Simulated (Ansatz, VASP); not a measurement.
Two plane-wave programs on ZnS

File INCAR:

```
SYSTEM = ZnS
ALGO = Normal
EDIFF = 1E-6
ENCUT = 520
GGA = PE
ISIF = 2
ISMEAR = -1
IVDW = 13
LASPH = .True.
LCHARG = .False.
LREAL = .False.
LWAVE = .False.
NBANDS = 46
NELM = 60
PREC = Accurate
SIGMA = 0.05
```

The input KPOINTS:

```
k-points
0
Gamma
  8 8 3
  0 0 0
```

File POSCAR:

```
ZnS
1.0
    3.8480166318      0.0000000000      0.0000000000
   -1.9240083159      3.3324801573      0.0000000000
    0.0000000000      0.0000000000     12.6029163237
Zn S
4 4
Direct
    0.6666666667      0.3333333333      0.7500000000
    0.3333333333      0.6666666667      0.2500000000
    0.0000000000      0.0000000000      0.5000000000
    0.0000000000      0.0000000000      0.0000000000
    0.6666666667      0.3333333333      0.9375000000
    0.3333333333      0.6666666667      0.4375000000
    0.0000000000      0.0000000000      0.6875000000
    0.0000000000      0.0000000000      0.1875000000
```

Contents of input.yaml:

```yaml
crystal:
  lattice:
    - [3.8480166318, 0.0, 0.0]
    - [-1.9240083159, 3.3324801573, 0.0]
    - [0.0, 0.0, 12.6029163237]
  atoms:
    - { symbol: Zn, position: [0.6666666667, 0.3333333333, 0.75] }
    - { symbol: Zn, position: [0.3333333333, 0.6666666667, 0.25] }
    - { symbol: Zn, position: [0.0, 0.0, 0.5] }
    - { symbol: Zn, position: [0.0, 0.0, 0.0] }
    - { symbol: S, position: [0.6666666667, 0.3333333333, 0.9375] }
    - { symbol: S, position: [0.3333333333, 0.6666666667, 0.4375] }
    - { symbol: S, position: [0.0, 0.0, 0.6875] }
    - { symbol: S, position: [0.0, 0.0, 0.1875] }
hamiltonian:
  xc: pbe
  pseudopotentials: { kind: paw }
  dispersion: d4
kpoints:
  mp_grid: { grid: [8, 8, 3] }
scf:
  occupations: { method: fermi_dirac, width: 0.05 }
output:
  forces: true
  stress: true
  eigenvalues: true
  write_density: true
  write_potential: true
  elf: true
  volumetric_format: npy
```

Alike in both runs: task single point; functional PBE; dispersion D4; k mesh 8 × 8 × 3; occupations fermi-dirac, width 0.05 eV; no spin polarisation.

|  | VASP | Ansatz |
| --- | --- | --- |
| version | VASP 6.6.1 | Ansatz 0.2.0 |
| potentials or method | VASP PAW PBE potentials, release 64 (Zn, S) | Ansatz PAW |
| plane-wave cutoff (eV) | 520 | 420 |
| valence electrons in the cell | 72 | 72 |

```csv
,VASP,Ansatz,Ansatz less VASP
gap on the k mesh at the Fermi level (eV),2.04,2.04,-0.004
least direct gap on the mesh (eV),2.04,2.04,-0.004
pressure (GPa),-2.5,-2.7,-0.14
"traceless stress, the component that is largest in VASP (GPa)",-0.07,-0.08,-0.006
rms of the force components (eV/Å),0.014,0.014,+0.0005
```

Atom by atom the forces differ by 0.001 eV/Å (rms over components).

Noted on Ansatz's run: odd divisions of the mesh miss points on the zone boundary, where band edges often lie, so the gap on the mesh can be too wide.
